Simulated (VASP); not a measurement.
Here is a VASP 6.6.1 calculation.

INCAR

```
SYSTEM = SiC
PREC     = Accurate       ! precision mode
ENCUT    = 520            ! plane-wave cutoff, eV
EDIFF    = 1E-6           ! SCF threshold, eV
ISMEAR   = 0              ! smearing method
SIGMA    = 0.01           ! smearing width, eV
LREAL    = .False.        ! projectors in reciprocal space
LASPH    = .True.         ! aspherical terms in the spheres
NELM     = 60             ! most SCF steps
ALGO     = Normal         ! electronic algorithm
ISIF     = 2              ! what is computed and relaxed
LWAVE    = .False.        ! write WAVECAR
LCHARG   = .False.        ! write CHGCAR
GGA      = PE             ! functional
NBANDS   = 11             ! bands
```

The input KPOINTS:

```
Automatic mesh
0
Gamma
  6 6 6
  0 0 0
```

POSCAR

```
SiC
1.0
    0.0145203490      2.1925726939      2.1925726939
    2.1925726939      0.0145203490      2.1925726939
    2.1925726939      2.1925726939      0.0145203490
Si C
1 1
Direct
    0.0002702081      0.0002702081      0.0002702081
    0.2497297919      0.2497297919      0.2497297919
```

Potentials or basis: VASP PAW PBE potentials, release 64 (Si, C).

The run is started by

```sh
$ cat potpaw_PBE.64/Si/POTCAR potpaw_PBE.64/C/POTCAR > POTCAR
$ mpirun -np 1 vasp_std > vasp.out
```

Estimate the largest force.

0.009 eV/Å.

What does it give for the band gap on the k mesh?

1.33 eV, indirect (least direct gap 4.47 eV).

Forces on the atoms (eV/Å):
```
Si   0.005  0.005  0.005
C   -0.005 -0.005 -0.005
```

Caveat: the cell differs from its parent crystal (strain along [111] +1.0%). A k mesh can miss the band edges.
